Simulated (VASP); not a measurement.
# Ga12O19 (a cell with a defect) (O interstitial hop between voids) in VASP: single point with PBE

Aim: the single point of Ga12O19 (a cell with a defect) (O interstitial hop between voids) with PBE.

Program: VASP 6.6.1. These are calculated values, not measurements. Logs are shortened: lines on timing, memory, paths and dates and some standing lists are left out, and cuts for length are marked.

### Step 1. The cell of the first run

The cell holds a defect, 31 atoms: a = 9.250 Å, b = 5.877 Å, c = 6.416 Å, α = 103.29°, β = 103.90°, γ = 90.00°.

### Step 2. Single point, PBE

Contents of INCAR:

```
ALGO = Normal
EDIFF = 1E-7
ENCUT = 520
GGA = PE
ISIF = 2
ISMEAR = -1
LASPH = True
LCHARG = False
LREAL = Auto
LWAVE = False
NBANDS = 156
NELM = 60
PREC = Accurate
SIGMA = 0.01
```

Contents of KPOINTS:

```
Automatic mesh
0
Gamma
  1 1 1
  0.25 0.25 0.25
```

Contents of POSCAR:

```
Ga12O19
1.0
    0.0000000000      9.2496621800      0.0000000000
   -1.3977182400      0.0000000000      5.7085775500
    6.2279771500     -1.5416103600      0.0067278600
Ga O
12 19
Direct
    0.1140785298      0.6730282887      0.6813192812
    0.2220749846      0.3227428465      0.3049159491
    0.2995354400      0.1932125006      0.8061191484
    0.0238231657      0.7856143783      0.1787191121
    0.4462555808      0.6781748294      0.6815531314
    0.5473280297      0.3139294469      0.3043177373
    0.6338425587      0.1981024561      0.8125565162
    0.3597523111      0.7939645216      0.1733027703
    0.7714987544      0.6694432603      0.6807860648
    0.8795194312      0.3190158399      0.3043075163
    0.9697320403      0.2062537562      0.8067108334
    0.6941208553      0.7988924225      0.1796487822
    0.1649195072      0.7327731131      0.0068160728
    0.1642752654      0.2543307728      0.9801125812
    0.2721805073      0.4257919059      0.6428321776
    0.0580675761      0.5535867866      0.3415496393
    0.0498367787      0.1153874666      0.2765662309
    0.2795537963      0.8765890869      0.6709738098
    0.4994930468      0.7399190343      0.0053229692
    0.4941171495      0.2525691285      0.9804816766
    0.6033225075      0.4297622957      0.6453176534
    0.3904095919      0.5623060685      0.3404056241
    0.3848830462      0.1082170076      0.3196885341
    0.6086567950      0.8839278280      0.6661026443
    0.8292812826      0.7377204370      0.0054512581
    0.8287171729      0.2593208775      0.9787154599
    0.9357706147      0.4383342901      0.6438469082
    0.7214824915      0.5663393363      0.3428994309
    0.7140555648      0.1155527737      0.3146662507
    0.9436440484      0.8765913607      0.7085815551
    0.9968469274      0.9959815408      0.4924501957
```

Potentials or basis: VASP PAW PBE potentials, release 64 (Ga_d, O).

Run with:

```console
$ cat potpaw_PBE.64/Ga_d/POTCAR potpaw_PBE.64/O/POTCAR > POTCAR
$ mpirun -np 1 vasp_std > vasp.out
```

OUTCAR:

```text
EDIFF = 1E-7
   ENCUT = 520
   GGA = PE
   ISIF = 2
   ISMEAR = -1
   LASPH = True
   LREAL = Auto
   NELM = 60
   PREC = Accurate

 ion  position               nearest neighbor table
   1  0.114  0.673  0.681-  18 1.97  13 1.97  30 2.00  16 2.07  15 2.08  27 2.08
   2  0.222  0.323  0.305-  17 1.95  23 1.96  14 1.97  22 2.03  15 2.05  16 2.05
   3  0.300  0.193  0.806-  14 1.85  18 1.85  20 1.86  15 1.89
   4  0.024  0.786  0.179-  25 1.86  16 1.88  13 1.88  17 1.89  31 2.18
   5  0.446  0.678  0.682-  18 1.93  19 1.96  24 1.96  22 2.07  21 2.07  15 2.12
   6  0.547  0.314  0.304-  29 1.93  20 1.96  23 1.96  21 2.07  22 2.07  28 2.12
   7  0.634  0.198  0.813-  26 1.85  24 1.86  20 1.86  21 1.90
   8  0.360  0.794  0.173-  13 1.85  23 1.86  19 1.86  22 1.90
   9  0.771  0.669  0.681-  30 1.95  24 1.96  25 1.97  21 2.03  28 2.05  27 2.06
  10  0.880  0.319  0.304-  29 1.97  26 1.97  17 2.00  27 2.06  28 2.08  16 2.08
  11  0.970  0.206  0.807-  14 1.86  27 1.88  26 1.88  30 1.89  31 2.18
  12  0.694  0.799  0.180-  25 1.85  29 1.85  19 1.86  28 1.89
  13  0.165  0.733  0.007-   8 1.85   4 1.88   1 1.97
  14  0.164  0.254  0.980-   3 1.85  11 1.86   2 1.97
  15  0.272  0.426  0.643-   3 1.89   2 2.05   1 2.08   5 2.12
  16  0.058  0.554  0.342-   4 1.88   2 2.05   1 2.07  10 2.08
  17  0.050  0.115  0.277-  31 1.85   4 1.89   2 1.95  10 2.00
  18  0.280  0.877  0.671-   3 1.85   5 1.93   1 1.97
  19  0.499  0.740  0.005-   8 1.86  12 1.86   5 1.96
  20  0.494  0.253  0.980-   7 1.86   3 1.86   6 1.96
  21  0.603  0.430  0.645-   7 1.90   9 2.03   6 2.07   5 2.07
  22  0.390  0.562  0.340-   8 1.90   2 2.03   5 2.07   6 2.07
  23  0.385  0.108  0.320-   8 1.86   2 1.96   6 1.96
  24  0.609  0.884  0.666-   7 1.86   9 1.96   5 1.96
  25  0.829  0.738  0.005-  12 1.85   4 1.86   9 1.97
  26  0.829  0.259  0.979-   7 1.85  11 1.88  10 1.97
  27  0.936  0.438  0.644-  11 1.88   9 2.06  10 2.06   1 2.08
  28  0.721  0.566  0.343-  12 1.89   9 2.05  10 2.08   6 2.12
  29  0.714  0.116  0.315-  12 1.85   6 1.93  10 1.97
  30  0.944  0.877  0.709-  31 1.85  11 1.89   9 1.95   1 2.00
  31  0.997  0.996  0.492-  17 1.85  30 1.85   4 2.18  11 2.18

  LATTYP: Found a triclinic cell.
 ALAT       =     5.8771994966
 B/A-ratio  =     1.6412011407
 C/A-ratio  =     2.7541529852
 COS(alpha) =     0.0064926560
 COS(beta)  =     0.5439765005
 COS(gamma) =     0.7621873503

  Lattice vectors:

 A1 = (   1.3977182400,   0.0000000000,  -5.7085775500)
 A2 = (   7.6256953900,  -1.5416103600,  -5.7018496900)
 A3 = (  -9.6605178200,  -6.1664414600, -11.4306108200)

Analysis of symmetry for initial positions (statically):
=====================================================================
 Subroutine PRICEL returns:
 Original cell was already a primitive cell.

[... 164 lines left out ...]
   TEBEG  =    0.0;   TEEND  =   0.0 temperature during run
   PSTRESS=    0.0 pullay stress
   NELECT =     270.0000    total number of electrons
   NUPDOWN=      -1.0000    fix difference up-down
   EMIN   =  10.00;   EMAX   =-10.00  energy-range for DOS
   EFERMI =   0.00;   METHOD = LEGACY
   ISMEAR =    -1;   SIGMA  =   0.01  broadening in eV -4-tet -1-fermi 0-gaus
   EFERMI_NEDOS =   21; number of points for ismear=-14 and -15
   IALGO  =     38    algorithm
   IMIX   =      4    mixing-type and parameters
     AMIX     =   0.40;   BMIX     =  1.00
     AMIX_MAG =   1.60;   BMIX_MAG =  1.00
  volume/ion in A,a.u.               =      10.61        71.61
  Fermi-wavevector in a.u.,A,eV,Ry     =   1.532819  2.896608 31.967351  2.349534
  Thomas-Fermi vector in A             =   2.639972
   LORBIT       =      0    0 simple, 1 ext, 2 COOP (PROOUT), +10 PAW based schemes
   GGA     = PE    functional components
   LHFCALC =     F    Hartree Fock is set to
   AEXX    =    0.0000 exact exchange contribution
   IVDW    =     0    specifies the selected vdW correction
   LEPSILON=     F    determine dielectric tensor
   LRPA    =     F    only Hartree local field effects (RPA)
 non-spin polarized calculation
  energy-cutoff  :      520.00
  volume of cell :      328.94
 maximum number of plane-waves:      8866
 NGX is ok and might be reduce to    70
   NGX = 35   NGY = 21   NGZ = 23

 number of electron     270.0000043 magnetization

 Free energy of the ion-electron system (eV)
  ---------------------------------------------------
  ext. energy  EPLUGINS =         0.00000000
  ---------------------------------------------------
  free energy    TOTEN  =      -181.58942586 eV

  energy without entropy =     -181.58942586  energy(sigma->0) =     -181.58942586

 E-fermi :   4.1683     XC(G=0): -11.5192

 val. band max:        3.8549624202   @ k =   0.2500   0.2500   0.2500
 cond. band min:       6.6008762981   @ k =   0.2500   0.2500   0.2500
 fundamental gap:      2.7459138778
 Fermi energy:         4.1683093579

 k-point     1 :       0.2500    0.2500    0.2500
  band No.  band energies     occupation
      1     -15.3071      2.00000
      2     -14.7286      2.00000
      3     -14.5006      2.00000
      4     -14.3527      2.00000
      5     -14.1529      2.00000
      6     -13.9780      2.00000
[... 139 lines left out ...]
    146      10.5043      0.00000
    147      10.8637      0.00000
 [bands above 147 left out]

------------------------ aborting loop because EDIFF is reached ----------------------------------------

  FORCE on cell =-STRESS in cart. coord.  units (eV):
  Direction    XX          YY          ZZ          XY          YZ          ZX
  --------------------------------------------------------------------------------------
  -------------------------------------------------------------------------------------
  Total        5.3314584      7.6747321     13.0063828      1.7801083     -0.0877803     -3.9365960
  in kB       25.9681470     37.3816242     63.3507080      8.6704445     -0.4275548    -19.1741353
  external PRESSURE =      42.2334931 kB  Pullay stress =       0.0000000 kB

 VOLUME and BASIS-vectors are now :
 -----------------------------------------------------------------------------
  energy-cutoff  :      520.00
  volume of cell :      328.94
      direct lattice vectors                 reciprocal lattice vectors
     0.000000000  9.249662180  0.000000000     0.026753887  0.108112056  0.006550563
    -1.397718240  0.000000000  5.708577550    -0.000189185  0.000000000  0.175128666
     6.227977150 -1.541610360  0.006727860     0.160523321  0.000000000  0.039303377

 POSITION                                       TOTAL-FORCE (eV/Angst)
 -----------------------------------------------------------------------------------
      3.30254      0.00486      3.84662         0.006270      0.003511      0.006261
      1.44791      1.58406      1.84445        -0.007009     -0.002245     -0.004240
      4.75044      1.52788      1.10839        -0.009693      0.002151     -0.000211
      0.01499     -0.05516      4.48594        -0.004886      0.006271     -0.024309
      3.29680      3.07702      3.87600         0.005026     -0.001051     -0.001838
      1.45650      4.59346      1.79414        -0.008569      0.004531     -0.001225
[... 23 lines left out ...]
      3.18780      7.63603      5.00886        -0.006113     -0.005010     -0.000294
      1.67487      8.46133      5.68895        -0.005723      0.000804      0.003284
 -----------------------------------------------------------------------------------
    total drift:                                0.000390     -0.017960      0.008759

  FREE ENERGIE OF THE ION-ELECTRON SYSTEM (eV)
  ---------------------------------------------------
  free  energy   TOTEN  =      -181.5894258613 eV

  energy  without entropy=     -181.5894258613  energy(sigma->0) =     -181.58942586
```

stdout:

```text
POSCAR found type information on POSCAR GaO
 POSCAR found :  2 types and      31 ions
 scaLAPACK will be used
 LDA part: xc-table for (Slater+PW92), standard interpolation
 POSCAR, INCAR and KPOINTS ok, starting setup
 FFT: planning ... GRIDC
 FFT: planning ... GRID_SOFT
 FFT: planning ... GRID
 WAVECAR not read
 entering main loop
```

Run time: 1.7 min. Hardware: 1 thread of Intel Xeon 6975P-C (Granite Rapids), shared host; peak memory 0.38 GiB.

Results:

- Free energy: -181.5894 eV
- Pressure: 4.2 GPa
- Largest force: 0.028 eV/Å
- Band gap on the k mesh: 2.75 eV

Forces on the atoms (eV/Å):
```
Ga   0.006  0.004  0.006
Ga  -0.007 -0.002 -0.004
Ga  -0.010  0.002  0.000
Ga  -0.005  0.006 -0.024
Ga   0.005 -0.001 -0.002
Ga  -0.009  0.005 -0.001
Ga  -0.009 -0.005 -0.002
Ga   0.006  0.003  0.011
Ga   0.004  0.009 -0.002
Ga  -0.009 -0.002 -0.002
Ga   0.006  0.005  0.019
Ga   0.007 -0.004  0.007
O   -0.007  0.001 -0.006
O    0.011  0.002  0.003
O    0.009  0.002 -0.005
O    0.002 -0.005  0.006
O    0.017  0.007  0.001
O   -0.021 -0.002  0.009
O   -0.008  0.000 -0.010
O    0.007  0.001  0.004
O    0.009 -0.009 -0.008
O   -0.003 -0.001  0.008
O    0.023  0.002 -0.015
O   -0.025  0.000  0.013
O   -0.011 -0.002 -0.006
O    0.007 -0.002  0.010
O    0.006 -0.005 -0.004
O   -0.007 -0.005  0.006
O    0.017  0.002 -0.013
O   -0.006 -0.005  0.000
O   -0.006  0.001  0.003
```

Stress tensor (GPa, compression positive):
```
 2.60  0.87 -1.92
 0.87  3.74 -0.04
-1.92 -0.04  6.34
```

Levels at points of the mesh, in eV from the valence-band top:
| k point | band 131 | band 132 | band 133 | band 134 | band 135 | band 136 | band 137 | band 138 | band 139 | band 140 |
| --- | --- | --- | --- | --- | --- | --- | --- | --- | --- | --- |
| (0.25, 0.25, 0.25) | -0.53 | -0.46 | -0.37 | -0.31 | 0.00 | 2.75 | 4.03 | 4.80 | 5.28 | 5.63 |

Caveat: the k points lie up to 1.10 Å⁻¹ apart.
